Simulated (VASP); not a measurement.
Set up this calculation in VASP 6.6.1, as the native input.

* Task: single point
* Functional: PBEsol
* Potentials or basis: VASP PAW PBE potentials, release 64 (Al, Ga_d, N)
* Cutoff: 520 eV
* k mesh: 6 × 6 × 6
* Occupations: gaussian, width 0.05 eV
* Spin: no spin polarisation
* Dipole correction: no
* Further INCAR settings: ALGO = Normal; EDIFF = 1e-06; NBANDS = 31

The structure of Al3GaN4 lies in POSCAR:

```
Al3GaN4
1.0
    4.4069948390      0.0000000000      0.0000000000
    0.0000000000      4.4069948390      0.0000000000
    0.0000000000      0.0000000000      4.4069948390
Al Ga N
3 1 4
Direct
    0.5000000000      0.5000000000      0.0000000000
    0.5000000000      0.0000000000      0.5000000000
    0.0000000000      0.5000000000      0.5000000000
    0.0053430187      0.0053430187      0.0000000000
    0.7447077168      0.7447077168      0.2552922832
    0.7447077168      0.2552922832      0.7447077168
    0.2552922832      0.7447077168      0.7447077168
    0.2552922832      0.2552922832      0.2552922832
```

This cell differs from its parent crystal: atom 4 (Ga) moved +0.033 Å along Cartesian [1 1 0].

These files were run (other wordings do the same):

INCAR

```
SYSTEM = Al3GaN4
ALGO = Normal ; EDIFF = 1E-6
ENCUT = 520 ; GGA = PS
ISIF = 2 ; ISMEAR = 0
LASPH = .TRUE. ; LCHARG = .FALSE.
LREAL = .FALSE. ; LWAVE = .FALSE.
NBANDS = 31 ; NELM = 80
PREC = Accurate ; SIGMA = 0.05
```

KPOINTS

```
k-points
0
G
  6 6 6
  0 0 0
```

Potentials or basis: VASP PAW PBE potentials, release 64 (Al, Ga_d, N).

Launch:

```sh
$ cat potpaw_PBE.64/Al/POTCAR potpaw_PBE.64/Ga_d/POTCAR potpaw_PBE.64/N/POTCAR > POTCAR
$ mpirun -np 1 vasp_std > vasp.out
```

Results of the run:

- Pressure: 0.0 GPa
- Largest force: 0.597 eV/Å
- Band gap on the k mesh: 3.19 eV

Caveat: the cell differs from its parent crystal (atom 4 (Ga) moved +0.033 Å along Cartesian [1 1 0]); the PAW data sets were made with another functional, which shifts forces and pressure a little.

It took 2.1 min on 1 thread of Intel(R) Xeon(R) Platinum 8375C CPU @ 2.90GHz (Ice Lake), on a shared host, peak memory 0.31 GiB.
